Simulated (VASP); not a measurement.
Input of a VASP 6.6.1 run:

Contents of INCAR:

```
PREC = Accurate
ENCUT = 520
EDIFF = 1E-7
ISMEAR = 0
SIGMA = 0.1
LREAL = False
LASPH = True
NELM = 80
ALGO = Fast
ISIF = 2
LWAVE = False
LCHARG = True
LELF = True
LVHAR = True
NBANDS = 12
```

Contents of KPOINTS:

```
regular mesh
0
Gamma
  9 9 14
```

POSCAR

```
Al
1.0
    4.5319482457      0.0000000000     -0.0170356100
   -2.2659741228      3.9248100381      0.0085178050
   -1.5200949778      0.0000000000      2.4496782934
Al
3
Direct
    0.3333333333      0.6666666667      0.0000000000
    0.0000000000      0.0000000000      0.0000000000
    0.6666666667      0.3333333333      0.0000000000
```

Potentials or basis: VASP PAW LDA potentials, release 64 (Al).

Launch:

```console
$ cat potpaw_LDA.64/Al/POTCAR > POTCAR
$ mpirun -np 1 vasp_std > vasp.out
```

Question: Estimate the pressure.

Answer: 12.0 GPa.

Stress tensor (GPa, compression positive):
```
17.79  0.00 -0.07
 0.00 18.21  0.00
-0.07  0.00  0.01
```
